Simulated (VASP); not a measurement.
# Hf5F (P6/mmm) in VASP: a series of runs

The runs below take Hf5F through single point, relaxation of cell and atoms, with PBE.

Program: VASP 6.6.1. These are calculated values, not measurements. Logs are shortened: lines on timing, memory, paths and dates and some standing lists are left out, and cuts for length are marked.

## Step 1: The cell of the first run

It takes space group P6/mmm (No. 191, hexagonal). The conventional cell has a = 4.535 Å, b = 4.535 Å, c = 6.834 Å, α = 90.00°, β = 90.00°, γ = 120.00°. Within 3.5 Å of Hf (site symmetry 3m) lie 7 Hf at 2.62 to 3.35 Å and 3 F at 2.93 Å. Within 4.6 Å of Hf (site symmetry 6/mmm) lie 18 Hf at 3.35 to 4.54 Å and 2 F at 3.42 Å. Within 3.9 Å of F (site symmetry 6/mmm) lie 14 Hf at 2.93 to 3.42 Å.

The cell was built from a structure type or drawn by symmetry, and may not be a known phase.

## Step 2: Single point, PBE

The input, INCAR:

```
PREC = Accurate
ENCUT = 520
EDIFF = 1E-6
ISMEAR = 0
SIGMA = 0.1
LREAL = F
LASPH = T
NELM = 80
ALGO = Normal
ISIF = 2
LWAVE = F
LCHARG = T
GGA = PE
LELF = T
LVHAR = T
NBANDS = 38
```

The input, KPOINTS:

```
regular mesh
0
Gamma
  6 6 4
```

The input, POSCAR:

```
Hf5F
1.0
    4.5351686600      0.0000000000      0.0000000000
   -2.2675843300      3.9275712700      0.0000000000
    0.0000000000      0.0000000000      6.8343748600
Hf F
5 1
Direct
    0.3333333300      0.6666666700      0.6932971100
    0.3333333300      0.6666666700      0.3067028900
    0.6666666700      0.3333333300      0.3067028900
    0.6666666700      0.3333333300      0.6932971100
    0.0000000000      0.0000000000      0.0000000000
    0.0000000000      0.0000000000      0.5000000000
```

Potentials or basis: VASP PAW PBE potentials, release 64 (Hf_pv, F).

Started as:

```bash
cat potpaw_PBE.64/Hf_pv/POTCAR potpaw_PBE.64/F/POTCAR > POTCAR
mpirun -np 1 vasp_std > vasp.out
```

OUTCAR:

```text
PREC = Accurate
   ENCUT = 520
   EDIFF = 1E-6
   ISMEAR = 0
   LREAL = F
   LASPH = T
   NELM = 80
   ISIF = 2
   GGA = PE

 ion  position               nearest neighbor table
   1  0.333  0.667  0.693-   4 2.62   4 2.62   4 2.62   2 2.64   5 3.35   5 3.35   5 3.35   3 3.72
                             3 3.72   3 3.72
   2  0.333  0.667  0.307-   3 2.62   3 2.62   3 2.62   1 2.64   5 3.35   5 3.35   5 3.35   4 3.72
                             4 3.72   4 3.72
   3  0.667  0.333  0.307-   2 2.62   2 2.62   2 2.62   4 2.64   5 3.35   5 3.35   5 3.35   1 3.72
                             1 3.72   1 3.72
   4  0.667  0.333  0.693-   1 2.62   1 2.62   1 2.62   3 2.64   5 3.35   5 3.35   5 3.35   2 3.72
                             2 3.72   2 3.72
   5  0.000  0.000  0.000-   1 3.35   2 3.35   3 3.35   4 3.35   1 3.35   2 3.35   3 3.35   4 3.35
                             3 3.35   4 3.35   1 3.35   2 3.35
   6  0.000  0.000  0.500-

  LATTYP: Found a hexagonal cell.
 ALAT       =     4.5351686600
 C/A-ratio  =     1.5069725896

  Lattice vectors:

 A1 = (   4.5351686600,   0.0000000000,   0.0000000000)
 A2 = (  -2.2675843300,   3.9275712700,   0.0000000000)
 A3 = (   0.0000000000,   0.0000000000,   6.8343748600)

Analysis of symmetry for initial positions (statically):
=====================================================================
 Subroutine PRICEL returns:
 Original cell was already a primitive cell.

 Routine SETGRP: Setting up the symmetry group for a
 hexagonal supercell.

 Subroutine GETGRP returns: Found 24 space group operations
 (whereof 24 operations were pure point group operations)
 out of a pool of 24 trial point group operations.

The static configuration has the point symmetry D_6h.

Analysis of symmetry for dynamics (positions and initial velocities):
=====================================================================
 Subroutine PRICEL returns:
 Original cell was already a primitive cell.

 Routine SETGRP: Setting up the symmetry group for a
 hexagonal supercell.

 Subroutine GETGRP returns: Found 24 space group operations
 (whereof 24 operations were pure point group operations)
 out of a pool of 24 trial point group operations.

The dynamic configuration has the point symmetry D_6h.

 Subroutine INISYM returns: Found 24 space group operations
 (whereof 24 operations are pure point group operations),
 and found     1 'primitive' translations

----------------------------------------------------------------------------------------

                                     Primitive cell

  volume of cell :     121.7352

  direct lattice vectors                    reciprocal lattice vectors
     4.535168660  0.000000000  0.000000000     0.220498966  0.127305137  0.000000000
    -2.267584330  3.927571270  0.000000000     0.000000000  0.254610275  0.000000000
     0.000000000  0.000000000  6.834374860     0.000000000  0.000000000  0.146319162

  length of vectors
     4.535168660  4.535168660  6.834374860     0.254610275  0.254610275  0.146319162

  position of ions in fractional coordinates (direct lattice)
     0.333333330  0.666666670  0.693297110
     0.333333330  0.666666670  0.306702890
     0.666666670  0.333333330  0.306702890
     0.666666670  0.333333330  0.693297110
     0.000000000  0.000000000  0.000000000
     0.000000000  0.000000000  0.500000000

  ion indices of the primitive-cell ions
   primitive index   ion index
                 1           1
                 2           2
                 3           3
                 4           4
                 5           5
                 6           6

----------------------------------------------------------------------------------------

 KPOINTS: regular mesh

Automatic generation of k-mesh.
 Grid dimensions read from file:
 generate k-points for:    6    6    4

 Generating k-lattice:

  Cartesian coordinates                     Fractional coordinates (reciprocal lattice)
     0.036749828  0.021217523  0.000000000     0.166666667  0.000000000  0.000000000
     0.000000000  0.042435046  0.000000000     0.000000000  0.166666667  0.000000000
     0.000000000  0.000000000  0.036579790     0.000000000  0.000000000  0.250000000

  Length of vectors
     0.042435046  0.042435046  0.036579790

  Shift w.r.t. Gamma in fractional coordinates (k-lattice)
     0.000000000  0.000000000  0.000000000

 Subroutine IBZKPT returns following result:
 ===========================================

 Found     21 irreducible k-points:

 Following reciprocal coordinates:
            Coordinates               Weight
  0.000000  0.000000  0.000000      1.000000
  0.166667  0.000000  0.000000      6.000000
  0.333333 -0.000000  0.000000      6.000000
  0.500000  0.000000  0.000000      3.000000
  0.166667  0.166667  0.000000      6.000000
  0.333333  0.166667  0.000000     12.000000
[... 13 lines left out ...]
  0.333333  0.166667  0.500000     12.000000
  0.333333  0.333333  0.500000      2.000000
   k-points           NKPTS =     21   k-points in BZ     NKDIM =     21   number of bands    NBANDS=     38
   number of dos      NEDOS =    301   number of ions     NIONS =      6
   total plane-waves  NPLWV =  69984
   dimension x,y,z NGX =    36 NGY =   36 NGZ =   54
   dimension x,y,z NGXF=    72 NGYF=   72 NGZF=  108
   ions per type =               5   1
   NGX,Y,Z   is equivalent  to a cutoff of  13.20, 13.20, 13.14 a.u.
   NGXF,Y,Z  is equivalent  to a cutoff of  26.39, 26.39, 26.27 a.u.
 SYSTEM =  unknown system
   PREC   = accura    normal or accurate (medium, high low for compatibility)
   ISTART =      0    job   : 0-new  1-cont  2-samecut
   ICHARG =      2    charge: 1-file 2-atom 10-const
   ISPIN  =      1    spin polarized calculation?
   LNONCOLLINEAR =      F non collinear calculations
   LSORBIT =      F    spin-orbit coupling
   LASPH  =      T    aspherical Exc in radial PAW
   ENCUT  =  520.0 eV  38.22 Ry    6.18 a.u.   8.43  8.43 12.71*2*pi/ulx,y,z
   NELM   =     80;   NELMIN=  2; NELMDL= -5     # of ELM steps
   EDIFF  = 0.1E-05   stopping-criterion for ELM
   LREAL  =      F    real-space projection
   EDIFFG = 0.1E-04   stopping-criterion for IOM
   NSW    =      0    number of steps for IOM
   IBRION =     -1    ionic relax: 0-MD 1-quasi-New 2-CG
   NFREE  =      0    steps in history (QN), initial steepest desc. (CG)
   ISIF   =      2    stress and relaxation
   ISYM   =      2    0-nonsym 1-usesym 2-fastsym
   POTIM  = 0.5000    time-step for ionic-motion
   TEBEG  =    0.0;   TEEND  =   0.0 temperature during run
   PSTRESS=    0.0 pullay stress
   NELECT =      57.0000    total number of electrons
   NUPDOWN=      -1.0000    fix difference up-down
   EMIN   =  10.00;   EMAX   =-10.00  energy-range for DOS
   EFERMI =   0.00;   METHOD = LEGACY
   ISMEAR =     0;   SIGMA  =   0.10  broadening in eV -4-tet -1-fermi 0-gaus
   EFERMI_NEDOS =   21; number of points for ismear=-14 and -15
   IALGO  =     38    algorithm
   IMIX   =      4    mixing-type and parameters
     AMIX     =   0.40;   BMIX     =  1.00
     AMIX_MAG =   1.60;   BMIX_MAG =  1.00
  volume/ion in A,a.u.               =      20.29       136.92
  Fermi-wavevector in a.u.,A,eV,Ry     =   1.271240  2.402296 21.987724  1.616052
  Thomas-Fermi vector in A             =   2.404184
   LORBIT       =      0    0 simple, 1 ext, 2 COOP (PROOUT), +10 PAW based schemes
   GGA     = PE    functional components
   LHFCALC =     F    Hartree Fock is set to
   AEXX    =    0.0000 exact exchange contribution
   IVDW    =     0    specifies the selected vdW correction
   LEPSILON=     F    determine dielectric tensor
   LRPA    =     F    only Hartree local field effects (RPA)
 non-spin polarized calculation
 Gauss-broadening in eV      SIGMA  =   0.10
  energy-cutoff  :      520.00
  volume of cell :      121.74
 maximum number of plane-waves:      3338
 NGX is ok and might be reduce to    36
   NGX = 17   NGY = 17   NGZ = 25

 number of electron      57.0000018 magnetization

 Free energy of the ion-electron system (eV)
  ---------------------------------------------------
  ext. energy  EPLUGINS =         0.00000000
  ---------------------------------------------------
  free energy    TOTEN  =       -45.42753126 eV

  energy without entropy =      -45.37199405  energy(sigma->0) =      -45.39976266

 E-fermi :   4.3656     XC(G=0): -11.0797

 val. band max:        4.3568409609   @ k =   0.1667   0.0000   0.2500
 cond. band min:       4.3676961207   @ k =   0.5000   0.0000   0.2500
 fundamental gap:      0.0108551598
 Fermi energy:         4.3656192785

 k-point     1 :       0.0000    0.0000    0.0000
  band No.  band energies     occupation
      1     -26.7743      2.00000
      2     -26.7743      2.00000
      3     -26.6344      2.00000
      4     -26.6344      2.00000
      5     -26.6249      2.00000
      6     -26.6249      2.00000
[... 30 lines left out ...]
     37       7.3050      0.00000
     38       7.3064      0.00000

 k-point     2 :       0.1667    0.0000    0.0000
  band No.  band energies     occupation
      1     -26.8226      2.00000
      2     -26.7392      2.00000
      3     -26.6568      2.00000
      4     -26.6426      2.00000
      5     -26.6183      2.00000
      6     -26.5792      2.00000
[... 30 lines left out ...]
     37       7.3601      0.00000
     38       7.4822      0.00000

 k-point     3 :       0.3333   -0.0000    0.0000
  band No.  band energies     occupation
      1     -26.8989      2.00000
      2     -26.7161      2.00000
      3     -26.7072      2.00000
      4     -26.6023      2.00000
      5     -26.5818      2.00000
      6     -26.5433      2.00000
[... 30 lines left out ...]
     37       7.3873      0.00000
[... 658 lines left out ...]
 k-point    20 :       0.3333    0.1667    0.5000
  band No.  band energies     occupation
      1     -26.9521      2.00000
      2     -26.7984      2.00000
      3     -26.6551      2.00000
      4     -26.6202      2.00000
      5     -26.5428      2.00000
      6     -26.4248      2.00000
[... 30 lines left out ...]
     37       6.5294      0.00000
     38       6.8239      0.00000

 k-point    21 :       0.3333    0.3333    0.5000
  band No.  band energies     occupation
      1     -27.0044      2.00000
      2     -26.8087      2.00000
      3     -26.6530      2.00000
      4     -26.6530      2.00000
      5     -26.4966      2.00000
      6     -26.3526      2.00000
[... 30 lines left out ...]
     37       6.8838      0.00000
     38       6.8842      0.00000

------------------------ aborting loop because EDIFF is reached ----------------------------------------

  FORCE on cell =-STRESS in cart. coord.  units (eV):
  Direction    XX          YY          ZZ          XY          YZ          ZX
  --------------------------------------------------------------------------------------
  -------------------------------------------------------------------------------------
  Total       10.9944148     10.9944148      4.5917087      0.0000000     -0.0000000      0.0000000
  in kB      144.6992855    144.6992855     60.4322267      0.0000000     -0.0000000      0.0000000
  external PRESSURE =     116.6102659 kB  Pullay stress =       0.0000000 kB

 VOLUME and BASIS-vectors are now :
 -----------------------------------------------------------------------------
  energy-cutoff  :      520.00
  volume of cell :      121.74
      direct lattice vectors                 reciprocal lattice vectors
     4.535168660  0.000000000  0.000000000     0.220498966  0.127305137  0.000000000
    -2.267584330  3.927571270  0.000000000     0.000000000  0.254610275  0.000000000
     0.000000000  0.000000000  6.834374860     0.000000000  0.000000000  0.146319162

 POSITION                                       TOTAL-FORCE (eV/Angst)
 -----------------------------------------------------------------------------------
     -0.00000      2.61838      4.73825        -0.000000     -0.000000      3.436079
     -0.00000      2.61838      2.09612         0.000000     -0.000000     -3.436079
      2.26758      1.30919      2.09612        -0.000000      0.000000     -3.436079
      2.26758      1.30919      4.73825         0.000000      0.000000      3.436079
      0.00000      0.00000      0.00000        -0.000000      0.000000      0.000000
      0.00000      0.00000      3.41719        -0.000000      0.000000      0.000000
 -----------------------------------------------------------------------------------
    total drift:                                0.000000     -0.000000      0.000000

  FREE ENERGIE OF THE ION-ELECTRON SYSTEM (eV)
  ---------------------------------------------------
  free  energy   TOTEN  =       -45.4275312604 eV

  energy  without entropy=      -45.3719940511  energy(sigma->0) =      -45.39976266
```

It took 62 s on 1 thread of Intel Xeon 6975P-C (Granite Rapids), shared host; peak memory 0.28 GiB.

Results:

```yaml
Free_energy: -45.4275 eV
Pressure: 11.7 GPa
Largest_force: 3.436 eV/Å
Band_gap_on_the_k_mesh: zero (an odd number of electrons rules out a gap without spin polarisation)
```

Forces on the atoms (eV/Å):
```
Hf   0.000  0.000  3.436
Hf   0.000  0.000 -3.436
Hf   0.000  0.000 -3.436
Hf   0.000  0.000  3.436
Hf   0.000  0.000  0.000
F    0.000  0.000  0.000
```

Levels at points of the mesh, in eV from the Fermi level:
```tsv
k point	band 27	band 28	band 29	band 30	band 31	band 32
(0.00, 0.00, 0.00)	-0.46	0.66	0.71	0.71	1.00	1.00
(0.50, 0.00, 0.00)	-0.71	-0.10	-0.05	0.39	0.45	0.48
(0.00, 0.00, 0.50)	-0.67	-0.32	-0.32	0.81	0.81	1.42
(0.50, 0.00, 0.50)	-0.21	-0.03	0.05	0.09	0.19	0.62
```

Caveat: the cell stands under pressure; spin-orbit coupling is left out, which moves the levels of the heavy elements; an odd number of electrons without spin polarisation forces a metal; a magnetic or distorted state may lie lower.

(Continued in part 2 of 3.)
